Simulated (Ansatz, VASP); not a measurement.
One calculation of Be2Cd2O, two programs

```
Be Cd O
1.0
     0.00000    2.47642    5.37629
     2.45132    0.00000    5.37629
     2.45132    2.47642    0.00000
Be Cd O
2 2 1
Cartesian
  2.4513 2.4764 3.9053
  2.4513 2.4764 6.8472
  3.6770 3.7146 8.0644
  1.2257 1.2382 2.6881
  0.0000 0.0000 0.0000
```

Change from the starting cell: species swapped into the EuFe2As2 type (Fmmm, No. 69).

Alike in both runs: task single point; functional PBE; k mesh 6 × 6 × 6; occupations gaussian, width 0.1 eV; no spin polarisation.

```csv
,VASP,Ansatz
version,VASP 6.6.1,Ansatz 0.2.0
potentials or method,"VASP PAW PBE potentials, release 64 (Be, Cd, O), cutoff 520 eV","scalar-relativistic, plane waves, PAW"
valence electrons in the cell,34,50
```

Ansatz gave:

* gap on the k mesh at the Fermi level (eV): none
* rms of the force components (eV/Å): 2.261

**Question.** What did VASP give for the same quantities?

**Answer.** gap on the k mesh at the Fermi level (eV): none; rms of the force components (eV/Å): 2.300.

Atom by atom the forces differ by 0.039 eV/Å (rms over components). A gap of «none» marks a metal or a gap that the smearing closes. The functional is the same, so the differences come from potentials, cutoffs and numerics. VASP's potentials hold 34 valence electrons a cell and Ansatz's 50, so a difference there can come from the potentials and not from the codes.
